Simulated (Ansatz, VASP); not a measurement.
**Ca2YGe2: VASP beside Ansatz**

Contents of INCAR:

```
PREC = Accurate
ENCUT = 520
EDIFF = 1E-7
ISMEAR = -1
SIGMA = 0.1
LREAL = F
LASPH = T
NELM = 80
ALGO = Normal
ISIF = 2
LWAVE = F
LCHARG = T
GGA = PE
LELF = T
LVHAR = T
NBANDS = 38
```

Contents of KPOINTS:

```
Automatic mesh
0
Gamma
  8 8 8
```

File POSCAR:

```
Ca2YGe2
1.0
    0.0000000000      4.6269370000      0.0000000000
    4.6269370000      0.0000000000      0.0000000000
    2.3134690000      2.3134690000     -5.3864120000
Y Ca Ge
1 2 2
Direct
    0.0000000000      0.0000000000      0.0000000000
    0.7500000000      0.2500000000      0.5000000000
    0.2500000000      0.7500000000      0.5000000000
    0.3710000000      0.3710000000      0.2580000000
    0.6290000000      0.6290000000      0.7420000000
```

Input for Ansatz:

```yaml
crystal:
  lattice:
    - [0.0, 4.626937, 0.0]
    - [4.626937, 0.0, 0.0]
    - [2.313469, 2.313469, -5.386412]
  atoms:
    - { symbol: "Y", position: [0.0, 0.0, 0.0] }
    - { symbol: Ca, position: [0.75, 0.25, 0.5] }
    - { symbol: Ca, position: [0.25, 0.75, 0.5] }
    - { symbol: Ge, position: [0.371, 0.371, 0.258] }
    - { symbol: Ge, position: [0.629, 0.629, 0.742] }
  symmetry: { tolerance: 0.0003 }
kpoints:
  mp_grid: { grid: [8, 8, 8], shift: [0, 0, 0] }
  band_path:
    path:
      - [0.0, 0.0, 0.0]
      - [0.5, 0.5, 0.5]
      - [0.5, 0.5, 0.25]
      - [0.0, 0.5, 0.0]
      - [0.0, 0.0, 0.0]
      - [0.0, 0.0, -0.5]
      - [0.0, 0.40776451, -0.29611774]
      - [0.0, 0.59223549, 0.29611774]
      - [0.0, 0.0, 0.0]
      - [0.5, 0.5, 0.5]
      - [0.40776451, 0.59223549, 0.5]
    npoints: 6
magnetization:
  spin_polarized: false
scf:
  occupations: { method: fermi_dirac }
  lower_state_search: "off"
  max_iter: 200
hamiltonian:
  pseudopotentials: { kind: paw }
  xc: pbe
basis:
  ecutwfc: 420
  fft_grid_basis: typed
output:
  forces: true
  stress: true
  eigenvalues: true
  bader: true
  populations: true
  elf: true
  write_potential: true
  volumetric_format: npy
  dos:
    e_range: [-12, 8]
    de: 0.05
    projected: { site_lists: { Ca: [Ca], Ge: [Ge], "Y": ["Y"] } }
checkpoint:
  read: saved_state
```

Alike in both runs: task single point; functional PBE; k mesh 8 × 8 × 8; no spin polarisation.

|  | VASP | Ansatz |
| --- | --- | --- |
| version | VASP 6.6.1 | Ansatz 0.2.0 |
| potentials or method | VASP PAW PBE potentials, release 64 (Y_sv, Ca_sv, Ge_d), cutoff 520 eV | PAW plane waves |
| occupations | fermi-dirac, width 0.1 eV | fermi-dirac |
| valence electrons in the cell | 59 | 59 |

```csv
,VASP,Ansatz,Ansatz less VASP
pressure (GPa),14.1,13.9,-0.16
"traceless stress, the component that is largest in VASP (GPa)",0.68,0.72,+0.046
rms of the force components (eV/Å),1.235,1.224,-0.0107
```

Atom by atom the forces differ by 0.011 eV/Å (rms over components).
